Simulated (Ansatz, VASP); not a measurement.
# Pb in VASP and in Ansatz

```
Pb
1.0
     0.00000    2.32417    2.78900
     2.32417    0.00000    2.78900
     2.32417    2.32417    0.00000
Pb
1
Direct
  0.00000 0.00000 0.00000
```

Alike in both runs: task single point; functional PBE; k mesh 18 × 18 × 18; occupations gaussian, width 0.15 eV; no spin polarisation.

```csv
,VASP,Ansatz
version,VASP 6.6.1,Ansatz 0.2.0
potentials or method,"VASP PAW PBE potentials, release 64 (Pb_d), cutoff 520 eV","scalar-relativistic, plane waves, PAW"
valence electrons in the cell,14,14
```

|  | VASP | Ansatz | Ansatz less VASP |
| --- | --- | --- | --- |
| gap on the k mesh at the Fermi level (eV) | none | none | - |
| pressure (GPa) | 3.1 | 3.1 | +0.07 |
| traceless stress, the component that is largest in VASP (GPa) | -2.71 | -2.71 | -0.006 |

A gap of «none» marks a metal or a gap that the smearing closes. The functional is the same, so the differences come from potentials, cutoffs and numerics.

Spin-orbit coupling is off throughout.
